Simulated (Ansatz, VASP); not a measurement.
**Ge2Sb2Te5 in VASP and in Ansatz**

```
Te Sb Ge
1.0
     6.83914   -3.06601    0.00000
     6.83914    3.06601    0.00000
    -6.83098    0.00000    6.84761
Te Sb Ge
5 2 2
Direct
  0.59470 0.59470 0.38643
  0.79529 0.79529 0.19611
  0.00832 0.00832 0.00643
  0.20652 0.20652 0.80980
  0.39996 0.39996 0.59712
  0.90171 0.90171 0.58787
  0.11187 0.11187 0.41735
  0.28429 0.28429 0.18783
  0.49734 0.49734 0.01104
```

Alike in both runs: functional BLYP; k mesh 5 × 5 × 4; occupations fermi-dirac, width 0.05 eV; no spin polarisation.

```csv
,VASP,Ansatz
version,VASP 6.6.1,Ansatz 0.2.0
potentials or method,"VASP PAW PBE potentials, release 64 (Te, Sb, Ge_d)",Ansatz PAW
plane-wave cutoff (eV),520,420
valence electrons in the cell,68,138
task,single point,band structure
```

VASP gave:

```
gap on the k mesh at the Fermi level (eV)                     : 0.28
least direct gap on the mesh (eV)                             : 0.32
pressure (GPa)                                                : 3.8
traceless stress, the component that is largest in VASP (GPa) : -0.33
rms of the force components (eV/Å)                            : 0.093
```

Problem. Which values does Ansatz return?

Solution. gap on the k mesh at the Fermi level (eV): 0.29; least direct gap on the mesh (eV): 0.33; pressure (GPa): 3.6; traceless stress, the component that is largest in VASP (GPa): -0.31; rms of the force components (eV/Å): 0.087.

VASP's potentials were made for PBE, not for BLYP. Atom by atom the forces differ by 0.013 eV/Å (rms over components). VASP's potentials hold 68 valence electrons a cell and Ansatz's 138, so a difference there can come from the potentials and not from the codes.

Spin-orbit coupling is off throughout. Noted on Ansatz's run: the k mesh misses the band edges, so the gap on the mesh is wider than the one along the path.
